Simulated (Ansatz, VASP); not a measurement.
BaTe in VASP and in Ansatz

```
CELL_PARAMETERS angstrom
4.09197 0.00000 0.00000
0.00000 4.09197 0.00000
0.00000 0.00000 4.60346
ATOMIC_POSITIONS crystal
Ba 0.00000 0.00000 0.00000
Te 0.50000 0.50000 0.50000
```

Change from the starting cell: strain -0.040 along x and y, +0.080 along z, atoms carried along.

Alike in both runs: task single point; functional PBEsol; k mesh 6 × 6 × 6; occupations gaussian, width 0.05 eV; no spin polarisation.

|  | VASP | Ansatz |
| --- | --- | --- |
| version | VASP 6.6.1 | Ansatz 0.2.0 |
| potentials or method | VASP PAW PBE potentials, release 64 (Ba_sv, Te), cutoff 520 eV | scalar-relativistic, plane waves, PAW |
| valence electrons in the cell | 16 | 26 |

Ansatz gave:

| Property | Result |
| --- | --- |
| gap on the k mesh at the Fermi level (eV) | 0.14 |
| least direct gap on the mesh (eV) | 0.43 |
| pressure (GPa) | -2.1 |
| traceless stress, the component that is largest in VASP (GPa) | -5.51 |

Problem. Which values does VASP return?

Solution. gap on the k mesh at the Fermi level (eV): 0.05; least direct gap on the mesh (eV): 0.33; pressure (GPa): -1.6; traceless stress, the component that is largest in VASP (GPa): -5.48.

VASP's potentials were made for PBE, not for PBEsol. VASP's potentials hold 16 valence electrons a cell and Ansatz's 26, so a difference there can come from the potentials and not from the codes.

Neither program's run includes spin-orbit coupling.
